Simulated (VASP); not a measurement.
Write the native input for VASP 6.6.1 that does the following.

```
Task                   : single point
Functional             : PBE
Potentials or basis    : VASP PAW PBE potentials, release 64 (Si)
Cutoff                 : 500 eV
k mesh                 : 10 × 10 × 10
Occupations            : gaussian, width 0.01 eV
Spin                   : no spin polarisation
Dipole correction      : no
Further INCAR settings : ALGO = Normal; EDIFF = 1e-06; NBANDS = 11
```

The structure of Si lies in POSCAR:

```
Si
1.0
    0.0000000000      2.7351084680      2.7351084680
    2.7351084680      0.0000000000      2.7351084680
    2.7351084680      2.7351084680      0.0000000000
Si
2
Direct
    0.0000000000      0.0000000000      0.0000000000
    0.2500000000      0.2500000000      0.2500000000
```

One way to write it, as run:

INCAR

```
SYSTEM = Si
PREC = Accurate
ENCUT = 500
EDIFF = 1E-6
ISMEAR = 0
SIGMA = 0.01
LREAL = .FALSE.
LASPH = .TRUE.
NELM = 120
ALGO = Normal
ISIF = 2
LWAVE = .FALSE.
LCHARG = .TRUE.
GGA = PE
LELF = .TRUE.
LVHAR = .TRUE.
NBANDS = 11
GGA_COMPAT = .FALSE.
```

KPOINTS

```
regular mesh
0
G
  10 10 10
  0 0 0
```

Potentials or basis: VASP PAW PBE potentials, release 64 (Si).

Command:

```console
$ cat potpaw_PBE.64/Si/POTCAR > POTCAR
$ mpirun -np 1 vasp_std > vasp.out
```

It gave:

```yaml
Pressure: -0.1 GPa
Band_gap_on_the_k_mesh: 0.62 eV, indirect (least direct gap 2.56 eV)
```

Wall time 6.5 s on 1 thread of Intel(R) Xeon(R) 6975P-C (Granite Rapids), on a shared host, peak memory 0.15 GiB.
